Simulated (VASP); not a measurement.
# AlC5 (P6/mmm) in VASP: single point with PBE

Aim: the single point of AlC5 with PBE.

Program: VASP 6.6.1. These are calculated values, not measurements. Logs are shortened: lines on timing, memory, paths and dates and some standing lists are left out, and cuts for length are marked.

### 1 The cell of the first run

It takes space group P6/mmm (No. 191, hexagonal). Conventional cell: a = 3.362 Å, b = 3.362 Å, c = 7.936 Å, α = 90.00°, β = 90.00°, γ = 120.00°. Al (site symmetry 6/mmm) has 6 C at 1.94 Å within 2.6 Å. C (site symmetry mmm) has 4 C at 1.68 Å within 2.2 Å. Within 2.6 Å of C (site symmetry -6m2) lie 3 C at 1.94 Å and 3 Al at 1.94 Å.

The cell was built from a structure type or drawn by symmetry, and may not be a known phase.

### 2 Single point, PBE

File INCAR:

```
PREC     = Accurate       # precision mode
ENCUT    = 520            # plane-wave cutoff, eV
EDIFF    = 1E-7           # SCF threshold, eV
ISMEAR   = 0              # smearing method
SIGMA    = 0.1            # smearing width, eV
LREAL    = False          # projectors in reciprocal space
LASPH    = True           # aspherical terms in the spheres
NELM     = 80             # most SCF steps
ALGO     = Normal         # electronic algorithm
ISIF     = 2              # what is computed and relaxed
LWAVE    = False          # write WAVECAR
LCHARG   = False          # write CHGCAR
GGA      = PE             # functional
NBANDS   = 20             # bands
```

File KPOINTS:

```
Automatic mesh
0
Gamma
  12 12 10
```

File POSCAR:

```
AlC5
1.0
    3.3620862883      0.0000000000      0.0000000000
   -1.6810431442      2.9116521354      0.0000000000
    0.0000000000      0.0000000000      7.9355098221
Al C
1 5
Direct
    0.0000000000      0.0000000000      0.5000000000
    0.0000000000      0.5000000467      0.0000000000
    0.5000000467      0.0000000000      0.0000000000
    0.4999999533      0.4999999533      0.0000000000
    0.6666666667      0.3333333333      0.5000000000
    0.3333333333      0.6666666667      0.5000000000
```

Potentials or basis: VASP PAW PBE potentials, release 64 (Al, C).

Launch:

```sh
> cat potpaw_PBE.64/Al/POTCAR potpaw_PBE.64/C/POTCAR > POTCAR
> mpirun -np 1 vasp_std > vasp.out
```

OUTCAR:

```text
PREC = Accurate
   ENCUT = 520
   EDIFF = 1E-7
   ISMEAR = 0
   LREAL = False
   LASPH = True
   NELM = 80
   ISIF = 2
   GGA = PE

 ion  position               nearest neighbor table
   1  0.000  0.000  0.500-   5 1.94   6 1.94   5 1.94   6 1.94   5 1.94   6 1.94
   2  0.000  0.500  0.000-   3 1.68   3 1.68   4 1.68   4 1.68
   3  0.500  0.000  0.000-   2 1.68   2 1.68   4 1.68   4 1.68
   4  0.500  0.500  0.000-   2 1.68   2 1.68   3 1.68   3 1.68
   5  0.667  0.333  0.500-   6 1.94   6 1.94   1 1.94   1 1.94   1 1.94   6 1.94
   6  0.333  0.667  0.500-   5 1.94   5 1.94   1 1.94   1 1.94   1 1.94   5 1.94

  LATTYP: Found a hexagonal cell.
 ALAT       =     3.3620862883
 C/A-ratio  =     2.3602933243

  Lattice vectors:

 A1 = (   3.3620862883,   0.0000000000,   0.0000000000)
 A2 = (  -1.6810431442,   2.9116521354,   0.0000000000)
 A3 = (   0.0000000000,   0.0000000000,   7.9355098221)

Analysis of symmetry for initial positions (statically):
=====================================================================
 Subroutine PRICEL returns:
 Original cell was already a primitive cell.

 Routine SETGRP: Setting up the symmetry group for a
 hexagonal supercell.

 Subroutine GETGRP returns: Found 24 space group operations
 (whereof 24 operations were pure point group operations)
 out of a pool of 24 trial point group operations.

The static configuration has the point symmetry D_6h.

Analysis of symmetry for dynamics (positions and initial velocities):
=====================================================================
 Subroutine PRICEL returns:
 Original cell was already a primitive cell.

 Routine SETGRP: Setting up the symmetry group for a
 hexagonal supercell.

 Subroutine GETGRP returns: Found 24 space group operations
 (whereof 24 operations were pure point group operations)
 out of a pool of 24 trial point group operations.

The dynamic configuration has the point symmetry D_6h.

 Subroutine INISYM returns: Found 24 space group operations
 (whereof 24 operations are pure point group operations),
 and found     1 'primitive' translations

----------------------------------------------------------------------------------------

                                     Primitive cell

  volume of cell :      77.6825

  direct lattice vectors                    reciprocal lattice vectors
     3.362086288  0.000000000  0.000000000     0.297434365  0.171723811  0.000000000
    -1.681043144  2.911652135  0.000000000     0.000000000  0.343447621  0.000000000
     0.000000000  0.000000000  7.935509822     0.000000000  0.000000000  0.126015848

  length of vectors
     3.362086288  3.362086288  7.935509822     0.343447621  0.343447621  0.126015848

  position of ions in fractional coordinates (direct lattice)
     0.000000000  0.000000000  0.500000000
     0.000000000  0.500000047  0.000000000
     0.500000047  0.000000000  0.000000000
     0.499999953  0.499999953  0.000000000
     0.666666667  0.333333333  0.500000000
     0.333333333  0.666666667  0.500000000

  ion indices of the primitive-cell ions
   primitive index   ion index
                 1           1
                 2           2
                 3           3
                 4           4
                 5           5
                 6           6

----------------------------------------------------------------------------------------

 KPOINTS: Automatic mesh

Automatic generation of k-mesh.
 Grid dimensions read from file:
 generate k-points for:   12   12   10

 Generating k-lattice:

  Cartesian coordinates                     Fractional coordinates (reciprocal lattice)
     0.024786197  0.014310318  0.000000000     0.083333333  0.000000000  0.000000000
     0.000000000  0.028620635  0.000000000     0.000000000  0.083333333  0.000000000
     0.000000000  0.000000000  0.012601585     0.000000000  0.000000000  0.100000000

  Length of vectors
     0.028620635  0.028620635  0.012601585

  Shift w.r.t. Gamma in fractional coordinates (k-lattice)
     0.000000000  0.000000000  0.000000000

 Subroutine IBZKPT returns following result:
 ===========================================

 Found    114 irreducible k-points:

 Following reciprocal coordinates:
            Coordinates               Weight
  0.000000  0.000000  0.000000      1.000000
  0.083333 -0.000000  0.000000      6.000000
  0.166667  0.000000  0.000000      6.000000
  0.250000  0.000000  0.000000      6.000000
  0.333333  0.000000  0.000000      6.000000
  0.416667  0.000000  0.000000      6.000000
[... 16 lines left out ...]
  0.250000  0.000000  0.100000     12.000000
  0.333333  0.000000  0.100000     12.000000
 [... further k-points ...]
   k-points           NKPTS =    114   k-points in BZ     NKDIM =    114   number of bands    NBANDS=     20
   number of dos      NEDOS =    301   number of ions     NIONS =      6
   total plane-waves  NPLWV =  47040
   dimension x,y,z NGX =    28 NGY =   28 NGZ =   60
   dimension x,y,z NGXF=    56 NGYF=   56 NGZF=  120
   ions per type =               1   5
   NGX,Y,Z   is equivalent  to a cutoff of  13.85, 13.85, 12.57 a.u.
   NGXF,Y,Z  is equivalent  to a cutoff of  27.69, 27.69, 25.14 a.u.
 SYSTEM =  unknown system
   PREC   = accura    normal or accurate (medium, high low for compatibility)
   ISTART =      0    job   : 0-new  1-cont  2-samecut
   ICHARG =      2    charge: 1-file 2-atom 10-const
   ISPIN  =      1    spin polarized calculation?
   LNONCOLLINEAR =      F non collinear calculations
   LSORBIT =      F    spin-orbit coupling
   LASPH  =      T    aspherical Exc in radial PAW
   ENCUT  =  520.0 eV  38.22 Ry    6.18 a.u.   6.25  6.25 14.75*2*pi/ulx,y,z
   NELM   =     80;   NELMIN=  2; NELMDL= -5     # of ELM steps
   EDIFF  = 0.1E-06   stopping-criterion for ELM
   LREAL  =      F    real-space projection
   EDIFFG = 0.1E-05   stopping-criterion for IOM
   NSW    =      0    number of steps for IOM
   IBRION =     -1    ionic relax: 0-MD 1-quasi-New 2-CG
   NFREE  =      0    steps in history (QN), initial steepest desc. (CG)
   ISIF   =      2    stress and relaxation
   ISYM   =      2    0-nonsym 1-usesym 2-fastsym
   POTIM  = 0.5000    time-step for ionic-motion
   TEBEG  =    0.0;   TEEND  =   0.0 temperature during run
   PSTRESS=    0.0 pullay stress
   NELECT =      23.0000    total number of electrons
   NUPDOWN=      -1.0000    fix difference up-down
   EMIN   =  10.00;   EMAX   =-10.00  energy-range for DOS
   EFERMI =   0.00;   METHOD = LEGACY
   ISMEAR =     0;   SIGMA  =   0.10  broadening in eV -4-tet -1-fermi 0-gaus
   EFERMI_NEDOS =   21; number of points for ismear=-14 and -15
   IALGO  =     38    algorithm
   IMIX   =      4    mixing-type and parameters
     AMIX     =   0.40;   BMIX     =  1.00
     AMIX_MAG =   1.60;   BMIX_MAG =  1.00
  volume/ion in A,a.u.               =      12.95        87.37
  Fermi-wavevector in a.u.,A,eV,Ry     =   1.091130  2.061936 16.198607  1.190564
  Thomas-Fermi vector in A             =   2.227369
   LORBIT       =      0    0 simple, 1 ext, 2 COOP (PROOUT), +10 PAW based schemes
   GGA     = PE    functional components
   LHFCALC =     F    Hartree Fock is set to
   AEXX    =    0.0000 exact exchange contribution
   IVDW    =     0    specifies the selected vdW correction
   LEPSILON=     F    determine dielectric tensor
   LRPA    =     F    only Hartree local field effects (RPA)
 non-spin polarized calculation
 Gauss-broadening in eV      SIGMA  =   0.10
  energy-cutoff  :      520.00
  volume of cell :       77.68
 maximum number of plane-waves:      2118
 NGX is ok and might be reduce to    28
   NGX = 13   NGY = 13   NGZ = 29

 number of electron      23.0000000 magnetization

 Free energy of the ion-electron system (eV)
  ---------------------------------------------------
  ext. energy  EPLUGINS =         0.00000000
  ---------------------------------------------------
  free energy    TOTEN  =       -33.48229456 eV

  energy without entropy =      -33.47028233  energy(sigma->0) =      -33.47628845

 E-fermi :   3.3431     XC(G=0):  -9.0087

 val. band max:        3.3289087664   @ k =   0.2500   0.1667   0.3000
 cond. band min:       3.3730641836   @ k =   0.2500   0.1667   0.4000
 fundamental gap:      0.0441554172
 Fermi energy:         3.3431181757

 k-point     1 :       0.0000    0.0000    0.0000
  band No.  band energies     occupation
      1     -14.5091      2.00000
      2     -13.0723      2.00000
      3      -6.9433      2.00000
      4      -3.1056      2.00000
      5      -1.8619      2.00000
      6      -1.8619      2.00000
[... 12 lines left out ...]
     19       9.9905      0.00000
     20      11.3516      0.00000

 k-point     2 :       0.0833   -0.0000    0.0000
  band No.  band energies     occupation
      1     -14.4276      2.00000
      2     -12.9758      2.00000
      3      -7.1403      2.00000
      4      -3.0040      2.00000
      5      -2.7061      2.00000
      6      -2.0567      2.00000
[... 12 lines left out ...]
     19       9.9278      0.00000
     20      11.5457      0.00000

 k-point     3 :       0.1667    0.0000    0.0000
  band No.  band energies     occupation
      1     -14.1857      2.00000
      2     -12.6884      2.00000
      3      -7.6921      2.00000
      4      -4.1290      2.00000
      5      -2.7018      2.00000
      6      -2.4922      2.00000
[... 12 lines left out ...]
     19       9.6700      0.00000
     20      12.0124      0.00000

 k-point     4 :       0.2500    0.0000    0.0000
  band No.  band energies     occupation
      1     -13.7922      2.00000
      2     -12.2171      2.00000
      3      -8.4921      2.00000
      4      -5.5827      2.00000
      5      -2.9545      2.00000
      6      -2.9463      2.00000
[... 429 lines left out ...]
 k-point    23 :       0.2500    0.0000    0.1000
  band No.  band energies     occupation
      1     -13.7921      2.00000
      2     -12.2174      2.00000
      3      -8.4920      2.00000
      4      -5.5828      2.00000
      5      -2.9544      2.00000
      6      -2.9464      2.00000
[... 12 lines left out ...]
     19       9.1671      0.00000
     20      12.2689      0.00000

 k-point    24 :       0.3333    0.0000    0.1000
  band No.  band energies     occupation
      1     -13.2692      2.00000
      2     -11.5797      2.00000
      3      -9.4000      2.00000
      4      -6.9536      2.00000
      5      -3.3743      2.00000
      6      -3.3289      2.00000
[... 12 lines left out ...]
     19       8.7145      0.00000
     20      12.1389      0.00000

 [... further k-points ...]
[... 5 lines left out ...]
  --------------------------------------------------------------------------------------
  -------------------------------------------------------------------------------------
  Total        0.0131503      0.0131503     -0.0040716     -0.0000000      0.0000000      0.0000000
  in kB        0.2712218      0.2712218     -0.0839745     -0.0000000      0.0000000      0.0000000
  external PRESSURE =       0.1528230 kB  Pullay stress =       0.0000000 kB

 VOLUME and BASIS-vectors are now :
 -----------------------------------------------------------------------------
  energy-cutoff  :      520.00
  volume of cell :       77.68
      direct lattice vectors                 reciprocal lattice vectors
     3.362086288  0.000000000  0.000000000     0.297434365  0.171723811  0.000000000
    -1.681043144  2.911652135  0.000000000     0.000000000  0.343447621  0.000000000
     0.000000000  0.000000000  7.935509822     0.000000000  0.000000000  0.126015848

 POSITION                                       TOTAL-FORCE (eV/Angst)
 -----------------------------------------------------------------------------------
      0.00000      0.00000      3.96775         0.000000      0.000000     -0.000000
     -0.84052      1.45583      0.00000         0.000000      0.000000     -0.000000
      1.68104      0.00000      0.00000        -0.000000      0.000000     -0.000000
      0.84052      1.45583      0.00000         0.000000      0.000000     -0.000000
      1.68104      0.97055      3.96775         0.000000     -0.000000      0.000000
     -0.00000      1.94110      3.96775         0.000000      0.000000     -0.000000
 -----------------------------------------------------------------------------------
    total drift:                                0.000000      0.000000     -0.000000

  FREE ENERGIE OF THE ION-ELECTRON SYSTEM (eV)
  ---------------------------------------------------
  free  energy   TOTEN  =       -33.4822945605 eV

  energy  without entropy=      -33.4702823306  energy(sigma->0) =      -33.47628845
```

Wall time 2.9 min (1 thread of Intel Xeon Platinum 8488C (Sapphire Rapids), shared host); peak memory 0.29 GiB.

Results:

```yaml
Free_energy: -33.4823 eV
Pressure: 0.0 GPa
Band_gap_on_the_k_mesh: zero (an odd number of electrons rules out a gap without spin polarisation)
```
